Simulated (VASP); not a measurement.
# Be in VASP: single point with PBE

Aim: the single point of Be with PBE.

All numbers are computed with VASP 6.6.1; they aren't measurements. Logs are shortened: lines on timing, memory, paths and dates and some standing lists are left out, and cuts for length are marked.

### 1 The cell of the first run

The cell holds a sheet with vacuum, 2 atoms: a = 2.231 Å, b = 3.128 Å, c = 14.000 Å, α = 90.00°, β = 90.00°, γ = 90.00°.

### 2 Single point, PBE

The input, INCAR:

```
  PREC = Accurate
  ENCUT = 520
  EDIFF = 1E-6
  ISMEAR = 0
  SIGMA = 0.1
  LREAL = F
  LASPH = T
  NELM = 100
  ALGO = Normal
  ISIF = 2
  LWAVE = F
  LCHARG = F
  LDIPOL = T
  IDIPOL = 3
  DIPOL = 0.5 0.5 0.500
  GGA = PE
  NBANDS = 9
```

The input, KPOINTS:

```
regular mesh
0
Gamma
  8 6 1
```

The input, POSCAR:

```
Be
1.0
    2.2311160000      0.0000000000      0.0000000000
    0.0000000000      3.1278940000      0.0000000000
    0.0000000000      0.0000000000     14.0000000000
Be
2
Direct
    0.0000000000      0.2220830600      0.5000000000
    0.0000000000      0.7779169400      0.5000000000
```

Potentials or basis: VASP PAW PBE potentials, release 64 (Be).

Started as:

```
> cat potpaw_PBE.64/Be/POTCAR > POTCAR
> mpirun -np 1 vasp_std > vasp.out
```

OUTCAR:

```text
PREC = Accurate
   ENCUT = 520
   EDIFF = 1E-6
   ISMEAR = 0
   LREAL = F
   LASPH = T
   NELM = 100
   ISIF = 2
   GGA = PE

 ion  position               nearest neighbor table
   1  0.000  0.222  0.500-   2 1.39   2 1.74
   2  0.000  0.778  0.500-   1 1.39   1 1.74

  LATTYP: Found a simple orthorhombic cell.
 ALAT       =     2.2311160000
 B/A-ratio  =     1.4019414499
 C/A-ratio  =     6.2748866487

  Lattice vectors:

 A1 = (   2.2311160000,   0.0000000000,   0.0000000000)
 A2 = (   0.0000000000,   3.1278940000,   0.0000000000)
 A3 = (   0.0000000000,   0.0000000000,  14.0000000000)

Analysis of symmetry for initial positions (statically):
=====================================================================
 Subroutine PRICEL returns:
 Original cell was already a primitive cell.

 Routine SETGRP: Setting up the symmetry group for a
 simple orthorhombic supercell.

 Subroutine GETGRP returns: Found  8 space group operations
 (whereof  8 operations were pure point group operations)
 out of a pool of  8 trial point group operations.

The static configuration has the point symmetry D_2h.

Analysis of symmetry for dynamics (positions and initial velocities):
=====================================================================
 Subroutine PRICEL returns:
 Original cell was already a primitive cell.

 Routine SETGRP: Setting up the symmetry group for a
 simple orthorhombic supercell.

 Subroutine GETGRP returns: Found  8 space group operations
 (whereof  8 operations were pure point group operations)
 out of a pool of  8 trial point group operations.

The dynamic configuration has the point symmetry D_2h.

 Subroutine INISYM returns: Found  8 space group operations
 (whereof  8 operations are pure point group operations),
 and found     1 'primitive' translations

----------------------------------------------------------------------------------------

                                     Primitive cell

  volume of cell :      97.7017

  direct lattice vectors                    reciprocal lattice vectors
     2.231116000  0.000000000  0.000000000     0.448206189  0.000000000  0.000000000
     0.000000000  3.127894000  0.000000000     0.000000000  0.319703929  0.000000000
     0.000000000  0.000000000 14.000000000     0.000000000  0.000000000  0.071428571

  length of vectors
     2.231116000  3.127894000 14.000000000     0.448206189  0.319703929  0.071428571

  position of ions in fractional coordinates (direct lattice)
     0.000000000  0.222083060  0.500000000
     0.000000000  0.777916940  0.500000000

  ion indices of the primitive-cell ions
   primitive index   ion index
                 1           1
                 2           2

----------------------------------------------------------------------------------------

 KPOINTS: regular mesh

Automatic generation of k-mesh.
 Grid dimensions read from file:
 generate k-points for:    8    6    1

 Generating k-lattice:

  Cartesian coordinates                     Fractional coordinates (reciprocal lattice)
     0.056025774  0.000000000  0.000000000     0.125000000  0.000000000  0.000000000
     0.000000000  0.053283988  0.000000000     0.000000000  0.166666667  0.000000000
     0.000000000  0.000000000  0.071428571     0.000000000  0.000000000  1.000000000

  Length of vectors
     0.056025774  0.053283988  0.071428571

  Shift w.r.t. Gamma in fractional coordinates (k-lattice)
     0.000000000  0.000000000  0.000000000

 Subroutine IBZKPT returns following result:
 ===========================================

 Found     20 irreducible k-points:

 Following reciprocal coordinates:
            Coordinates               Weight
  0.000000  0.000000  0.000000      1.000000
  0.125000  0.000000  0.000000      2.000000
  0.250000  0.000000  0.000000      2.000000
  0.375000  0.000000  0.000000      2.000000
  0.500000  0.000000  0.000000      1.000000
  0.000000  0.166667  0.000000      2.000000
[... 12 lines left out ...]
  0.375000  0.500000  0.000000      2.000000
  0.500000  0.500000  0.000000      1.000000
   k-points           NKPTS =     20   k-points in BZ     NKDIM =     20   number of bands    NBANDS=      9
   number of dos      NEDOS =    301   number of ions     NIONS =      2
   total plane-waves  NPLWV =  46656
   dimension x,y,z NGX =    18 NGY =   24 NGZ =  108
   dimension x,y,z NGXF=    36 NGYF=   48 NGZF=  216
   ions per type =               2
   NGX,Y,Z   is equivalent  to a cutoff of  13.41, 12.76, 12.82 a.u.
   NGXF,Y,Z  is equivalent  to a cutoff of  26.82, 25.51, 25.65 a.u.
 SYSTEM =  unknown system
   PREC   = accura    normal or accurate (medium, high low for compatibility)
   ISTART =      0    job   : 0-new  1-cont  2-samecut
   ICHARG =      2    charge: 1-file 2-atom 10-const
   ISPIN  =      1    spin polarized calculation?
   LNONCOLLINEAR =      F non collinear calculations
   LSORBIT =      F    spin-orbit coupling
   LASPH  =      T    aspherical Exc in radial PAW
   ENCUT  =  520.0 eV  38.22 Ry    6.18 a.u.   4.15  5.82 26.03*2*pi/ulx,y,z
   NELM   =    100;   NELMIN=  2; NELMDL= -5     # of ELM steps
   EDIFF  = 0.1E-05   stopping-criterion for ELM
   LREAL  =      F    real-space projection
   EDIFFG = 0.1E-04   stopping-criterion for IOM
   NSW    =      0    number of steps for IOM
   IBRION =     -1    ionic relax: 0-MD 1-quasi-New 2-CG
   NFREE  =      0    steps in history (QN), initial steepest desc. (CG)
   ISIF   =      2    stress and relaxation
   ISYM   =      2    0-nonsym 1-usesym 2-fastsym
   POTIM  = 0.5000    time-step for ionic-motion
   TEBEG  =    0.0;   TEEND  =   0.0 temperature during run
   PSTRESS=    0.0 pullay stress
   NELECT =       4.0000    total number of electrons
   NUPDOWN=      -1.0000    fix difference up-down
   EMIN   =  10.00;   EMAX   =-10.00  energy-range for DOS
   EFERMI =   0.00;   METHOD = LEGACY
   ISMEAR =     0;   SIGMA  =   0.10  broadening in eV -4-tet -1-fermi 0-gaus
   EFERMI_NEDOS =   21; number of points for ismear=-14 and -15
   IALGO  =     38    algorithm
   IMIX   =      4    mixing-type and parameters
     AMIX     =   0.40;   BMIX     =  1.00
     AMIX_MAG =   1.60;   BMIX_MAG =  1.00
  volume/ion in A,a.u.               =      48.85       329.66
  Fermi-wavevector in a.u.,A,eV,Ry     =   0.564236  1.066251  4.331581  0.318362
  Thomas-Fermi vector in A             =   1.601711
   LORBIT       =      0    0 simple, 1 ext, 2 COOP (PROOUT), +10 PAW based schemes
   GGA     = PE    functional components
   LHFCALC =     F    Hartree Fock is set to
   AEXX    =    0.0000 exact exchange contribution
   IVDW    =     0    specifies the selected vdW correction
   LEPSILON=     F    determine dielectric tensor
   LRPA    =     F    only Hartree local field effects (RPA)
 non-spin polarized calculation
 Gauss-broadening in eV      SIGMA  =   0.10
  energy-cutoff  :      520.00
  volume of cell :       97.70
 maximum number of plane-waves:      2648
 NGX is ok and might be reduce to    18
   NGX =  9   NGY = 11   NGZ = 53

 dipolmoment           0.000000      0.000000     -0.000000 electrons x Angstroem

 number of electron       4.0000000 magnetization

 dipolmoment           0.000000      0.000000      0.000000 electrons x Angstroem

 Free energy of the ion-electron system (eV)
  ---------------------------------------------------
  ext. energy  EPLUGINS =         0.00000000
  ---------------------------------------------------
  free energy    TOTEN  =        -1.31876742 eV

  energy without entropy =       -1.31014717  energy(sigma->0) =       -1.31445730

 E-fermi :  -3.4428     XC(G=0):  -2.9363

 val. band max:       -3.4979393457   @ k =   0.1250   0.3333   0.0000
 cond. band min:      -3.4396962599   @ k =   0.2500   0.1667   0.0000
 fundamental gap:      0.0582430858
 Fermi energy:        -3.4427602531

 k-point     1 :       0.0000    0.0000    0.0000
  band No.  band energies     occupation
      1     -10.2774      2.00000
      2      -5.5689      2.00000
      3      -4.3627      2.00000
      4       0.9467      0.00000
      5       1.8647      0.00000
      6       2.5280      0.00000
      7       4.9771      0.00000
      8       5.7269      0.00000
      9       6.2654      0.00000

 k-point     2 :       0.1250    0.0000    0.0000
  band No.  band energies     occupation
      1      -9.9899      2.00000
      2      -5.1326      2.00000
      3      -4.0199      2.00000
      4       1.3569      0.00000
      5       2.3280      0.00000
      6       2.9409      0.00000
      7       5.4308      0.00000
      8       5.5858      0.00000
      9       6.2948      0.00000

 k-point     3 :       0.2500    0.0000    0.0000
  band No.  band energies     occupation
      1      -9.1592      2.00000
      2      -3.8521      2.00000
      3      -3.0677      0.00000
      4       1.6327      0.00000
      5       3.2726      0.00000
      6       3.7032      0.00000
      7       4.6068      0.00000
      8       6.3217      0.00000
      9       6.7424      0.00000

 k-point     4 :       0.3750    0.0000    0.0000
  band No.  band energies     occupation
      1      -7.9526      2.00000
      2      -1.8956      0.00000
      3      -1.8353      0.00000
      4      -0.9502      0.00000
      5       5.2344      0.00000
      6       5.6578      0.00000
      7       6.2783      0.00000
      8       6.7919      0.00000
      9       7.2780      0.00000
[... 157 lines left out ...]
 k-point    18 :       0.2500    0.5000    0.0000
  band No.  band energies     occupation
      1      -6.8998      2.00000
      2      -6.2082      2.00000
      3      -0.7595      0.00000
      4       0.7276      0.00000
      5       3.4727      0.00000
      6       5.3754      0.00000
      7       6.2689      0.00000
      8       6.4970      0.00000
      9       7.4519      0.00000

 k-point    19 :       0.3750    0.5000    0.0000
  band No.  band energies     occupation
      1      -5.4768      2.00000
      2      -4.4026      2.00000
      3       0.2055      0.00000
      4       1.1101      0.00000
      5       1.4757      0.00000
      6       2.7628      0.00000
      7       8.5095      0.00000
      8       8.7931      0.00000
      9       9.2522      0.00000

 k-point    20 :       0.5000    0.5000    0.0000
  band No.  band energies     occupation
      1      -4.2748      2.00000
      2      -2.3173      0.00000
      3      -1.6181      0.00000
      4      -1.3149      0.00000
      5       2.4296      0.00000
      6       4.3792      0.00000
      7       8.1178      0.00000
      8       8.7231      0.00000
      9      11.2780      0.00000

------------------------ aborting loop because EDIFF is reached ----------------------------------------

 vacuum level on the upper side and lower side of the slab       (xc-potential included)        -0.111        -0.111

  FORCE on cell =-STRESS in cart. coord.  units (eV):
  Direction    XX          YY          ZZ          XY          YZ          ZX
  --------------------------------------------------------------------------------------
  -------------------------------------------------------------------------------------
  Total       -9.3487455     24.8442667     -0.0008780      0.0000000      0.0000000      0.0000000
  in kB     -153.3069011    407.4126897     -0.0143973      0.0000000      0.0000000      0.0000000
  external PRESSURE =      84.6971304 kB  Pullay stress =       0.0000000 kB

 VOLUME and BASIS-vectors are now :
 -----------------------------------------------------------------------------
  energy-cutoff  :      520.00
  volume of cell :       97.70
      direct lattice vectors                 reciprocal lattice vectors
     2.231116000  0.000000000  0.000000000     0.448206189  0.000000000  0.000000000
     0.000000000  3.127894000  0.000000000     0.000000000  0.319703929  0.000000000
     0.000000000  0.000000000 14.000000000     0.000000000  0.000000000  0.071428571

 POSITION                                       TOTAL-FORCE (eV/Angst)
 -----------------------------------------------------------------------------------
      0.00000      0.69465      7.00000         0.000000      9.525146      0.000000
      0.00000      2.43324      7.00000        -0.000000     -9.525146     -0.000000
 -----------------------------------------------------------------------------------
    total drift:                               -0.000000     -0.000000      0.000000

  FREE ENERGIE OF THE ION-ELECTRON SYSTEM (eV)
  ---------------------------------------------------
  free  energy   TOTEN  =        -1.3187674223 eV

  energy  without entropy=       -1.3101471705  energy(sigma->0) =       -1.31445730

 vacuum level on the upper side and lower side of the slab         1.794         1.794
```

It took 17 s on 1 thread of Intel Xeon Platinum 8488C (Sapphire Rapids), shared host; peak memory 0.19 GiB.

What came out:

```yaml
Free_energy: -1.3188 eV
Largest_force: 9.525 eV/Å
Band_gap_on_the_k_mesh: zero (band 2 reaches -1.87 eV, above the bottom of band 3 at -4.96 eV)
```

Forces on the atoms (eV/Å):
```
Be   0.000  9.525  0.000
Be   0.000 -9.525  0.000
```
